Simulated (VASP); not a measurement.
Input of a VASP 6.6.1 run:

POSCAR

```
In
1.0
    3.2499217385      0.0000000000      0.0000000000
   -1.6249603821      2.8145150353      0.0000000000
    0.0000000000      0.0000000000      5.3678201510
In
2
Direct
    0.3333333333      0.6666666667      0.2500000000
    0.6666666667      0.3333333333      0.7500000000
```

The input INCAR.step1:

```
SYSTEM = In
ALGO = Normal
EDIFF = 1E-4
ENCUT = 520
GGA = PE
ISMEAR = -1
LASPH = .True.
LCHARG = .False.
LREAL = .False.
LWAVE = .True.
NBANDS = 20
NELM = 100
PREC = Accurate
SIGMA = 0.1
```

INCAR.step2

```
SYSTEM = In
ALGO = Normal
EDIFF = 1E-7
ENCUT = 520
ISIF = 2
ISMEAR = -1
ISTART = 1
LASPH = .True.
LCHARG = .True.
LELF = .True.
LMIXTAU = .True.
LREAL = .False.
LVHAR = .True.
LWAVE = .False.
METAGGA = R2SCAN
NBANDS = 20
NELM = 100
PREC = Accurate
SIGMA = 0.1
```

The input KPOINTS:

```
k-points
0
Gamma
  8 8 4
  0 0 0
```

Potentials or basis: VASP PAW PBE potentials, release 64 (In_d).

Command:

```sh
$ cat potpaw_PBE.64/In_d/POTCAR > POTCAR
$ cp INCAR.step1 INCAR
$ mpirun -np 1 vasp_std > vasp.out
$ cp INCAR.step2 INCAR
$ mpirun -np 1 vasp_std > vasp.out
```

(1) Estimate the pressure.

(2) What does it give for the band gap on the k mesh?

Results:

(1) 3.7 GPa.

(2) zero (bands 13 and 14 overlap by 7.05 eV).

Caveat: the cell stands under pressure; the PAW data sets were made with another functional, which shifts forces and pressure a little; spin-orbit coupling is left out, which moves the levels of the heavy elements.
